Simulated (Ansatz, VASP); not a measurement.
# Two plane-wave programs on K

```
K
1.0
     4.60387    0.00000    0.00000
    -2.30194    3.98707    0.00000
     0.00000    0.00000   15.15741
K
4
Cartesian
  0.0000 0.0000 0.0000
  0.0000 2.6580 11.3681
  0.0000 0.0000 7.5787
  2.3019 1.3290 3.7894
```

Alike in both runs: task single point; functional PBEsol; k mesh 6 × 6 × 2; no spin polarisation.

|  | VASP | Ansatz |
| --- | --- | --- |
| version | VASP 6.6.1 | Ansatz 0.2.0 |
| potentials or method | VASP PAW PBE potentials, release 64 (K_sv), cutoff 520 eV | plane waves, PAW |
| occupations | methfessel-paxton of order 1, width 0.15 eV | cold, width 0.15 eV |
| valence electrons in the cell | 36 | 36 |

Ansatz gave:

| Item | Value |
| --- | --- |
| pressure (GPa) | 0.1 |
| traceless stress, the component that is largest in VASP (GPa) | -0.21 |

Which values does VASP return?

Pressure (GPa): 0.1; traceless stress, the component that is largest in VASP (GPa): -0.24.

VASP's potentials were made for PBE, not for PBEsol. Ansatz's warnings: stress scf threshold loose.
